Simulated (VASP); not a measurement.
A run of VASP 6.6.1 is set up as follows.

Contents of INCAR:

```
PREC     = Accurate       # precision mode
ENCUT    = 520            # plane-wave cutoff, eV
EDIFF    = 1E-6           # SCF threshold, eV
ISMEAR   = -1             # smearing method
SIGMA    = 0.05           # smearing width, eV
LREAL    = F              # projectors in reciprocal space
LASPH    = T              # aspherical terms in the spheres
NELM     = 120            # most SCF steps
ALGO     = Normal         # electronic algorithm
ISIF     = 2              # what is computed and relaxed
LWAVE    = F              # write WAVECAR
LCHARG   = F              # write CHGCAR
GGA      = PE             # functional
NELECT   = 50.0         
NBANDS   = 47             # bands
GGA_COMPAT= F
```

Contents of KPOINTS:

```
regular mesh
0
Gamma
  1 1 1
```

File POSCAR:

```
NaH12ClO6
1.0
    6.0731780000      0.0000000000      0.0000000000
    0.0000000000      6.0731780000      0.0000000000
    0.0000000000      0.0000000000      6.0731780000
O H Na Cl
6 12 1 1
Direct
    0.8055090761      0.6237261612      0.8373869496
   -0.0221794915      0.8836395047      0.1456897855
    0.4740681073      0.5052050179      0.4199613448
    0.2219101762      0.4181994995      0.9979618579
    0.6652036216      0.2249728231     -0.0034578272
    0.9611112996      1.1872202659      0.5141789027
    0.6817023970      0.7453593489      0.8077319650
    0.7294698097      0.4449070981      0.8936836694
   -0.1018083119      0.7421649752      0.0373939312
    0.1709977873      0.8813672183      0.1743732853
    0.5903828276      0.6809614340      0.4015689973
    0.6137478599      0.3703991551      0.3700863041
    0.3352281129      0.5562491335      1.0581445168
    0.2833442392      0.2493258060      1.0684027374
    0.5952073198      0.1654323321     -0.1523255205
    0.8019689197      0.1491805444      0.0801886591
    0.9981923797      1.0343184409      0.6328482386
    0.8746162223      1.1336074787      0.3716176275
    1.1279267626      0.5138989834      0.6272333859
    0.3326265095      0.8806262553      0.7024987577
```

Potentials or basis: VASP PAW PBE potentials, release 64 (O, H, Na_pv, Cl).

Command:

```sh
$ cat potpaw_PBE.64/O/POTCAR potpaw_PBE.64/H/POTCAR potpaw_PBE.64/Na_pv/POTCAR potpaw_PBE.64/Cl/POTCAR > POTCAR
$ mpirun -np 1 vasp_gam > vasp.out
```

**Question.** Estimate the largest force.

**Answer.** 3.333 eV/Å.

Forces in eV/Å, atoms in the order of the input:
```
O   -1.106 -0.690  0.602
O    1.842 -0.787 -0.148
O    3.141  0.844 -0.731
O    1.934 -0.681  2.034
O    0.226  0.612 -0.553
O    0.585 -1.903  1.100
H    0.830 -0.411 -0.108
H    0.760  0.909  0.014
H    0.233  0.264  1.026
H   -1.598 -0.040  0.248
H   -0.958 -1.472 -0.468
H   -1.901  1.038  0.818
H   -1.089 -1.083 -0.196
H   -0.902  1.457 -0.075
H    0.360 -0.182  0.091
H   -0.743  0.079 -0.726
H   -1.131  1.828 -1.422
H    0.067 -0.240  0.759
Na  -0.713 -0.777 -1.387
Cl   0.165  1.235 -0.879
```

Caveat: the k points lie up to 1.03 Å⁻¹ apart, too coarse for converged energies, forces and pressures; the cell carries a net charge on a neutralising background, which shifts energy and pressure.
